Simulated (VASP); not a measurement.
A run of VASP 6.6.1:

File POSCAR:

```
GaAs
1.0
    0.0000000000      2.6919974570      2.8330850947
    2.6919974570      0.0000000000      2.8330850947
    2.6919974570      2.6919974570      0.0000000000
Ga As
1 1
Direct
    0.0000000000      0.0000000000      0.0000000000
    0.2500000000      0.2500000000      0.2500000000
```

File INCAR.step1:

```
SYSTEM = GaAs
  PREC = Accurate
  ENCUT = 550
  ISMEAR = 0
  SIGMA = 0.01
  LREAL = .False.
  LASPH = .True.
  NELM = 120
  NBANDS = 16
  GGA = PE
  ALGO = Normal
  EDIFF = 1E-5
  LWAVE = .True.
  LCHARG = .False.
  GGA_COMPAT = .False.
```

INCAR.step2

```
SYSTEM = GaAs
  PREC = Accurate
  ENCUT = 550
  EDIFF = 1E-6
  ISMEAR = 0
  SIGMA = 0.01
  LREAL = .False.
  LASPH = .True.
  NELM = 120
  ALGO = Normal
  ISIF = 2
  LWAVE = .False.
  LCHARG = .True.
  METAGGA = R2SCAN
  LMIXTAU = .True.
  LELF = .True.
  LVHAR = .True.
  NBANDS = 16
  ISTART = 1
  GGA_COMPAT = .False.
```

The input KPOINTS:

```
Automatic mesh
0
Gamma
  8 8 8
  0 0 0
```

Potentials or basis: VASP PAW PBE potentials, release 64 (Ga_d, As).

The run is started by

```console
$ cat potpaw_PBE.64/Ga_d/POTCAR potpaw_PBE.64/As/POTCAR > POTCAR
$ cp INCAR.step1 INCAR
$ mpirun -np 1 vasp_std > vasp.out
$ cp INCAR.step2 INCAR
$ mpirun -np 1 vasp_std > vasp.out
```

Hardware: 1 thread of Intel(R) Xeon(R) 6975P-C (Granite Rapids), with other jobs on the host.

Task: How long does it take, and how much memory?

Result: It took 84 s on 1 thread of Intel(R) Xeon(R) 6975P-C (Granite Rapids) (shared host), peak memory 0.19 GiB. Counts: k points 59.
